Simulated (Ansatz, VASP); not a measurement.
# Two plane-wave programs on Bi2Te2Se

```
Bi Te Se
1.0
     2.16097    1.24764   10.58557
    -2.16097    1.24764   10.58557
     0.00000   -2.49527   10.58557
Bi Te Se
2 2 1
Direct
  0.60828 0.60828 0.60828
  0.39172 0.39172 0.39172
  0.21960 0.21960 0.21960
  0.78041 0.78041 0.78041
  0.00000 0.00000 0.00000
```

Alike in both runs: task single point; functional PBEsol; k mesh 6 × 6 × 6; no spin polarisation.

```csv
,VASP,Ansatz
version,VASP 6.6.1,Ansatz 0.2.0
potentials or method,"VASP PAW PBE potentials, release 64 (Bi_d, Te, Se), cutoff 520 eV","plane waves, PAW"
occupations,"gaussian, width 0.01 eV",fixed
valence electrons in the cell,48,78
```

```csv
,VASP,Ansatz,Ansatz less VASP
pressure (GPa),-1.5,-1.5,-0.03
```

VASP's potentials were made for PBE, not for PBEsol. VASP's potentials hold 48 valence electrons a cell and Ansatz's 78, so a difference there can come from the potentials and not from the codes.

Neither program's run includes spin-orbit coupling.
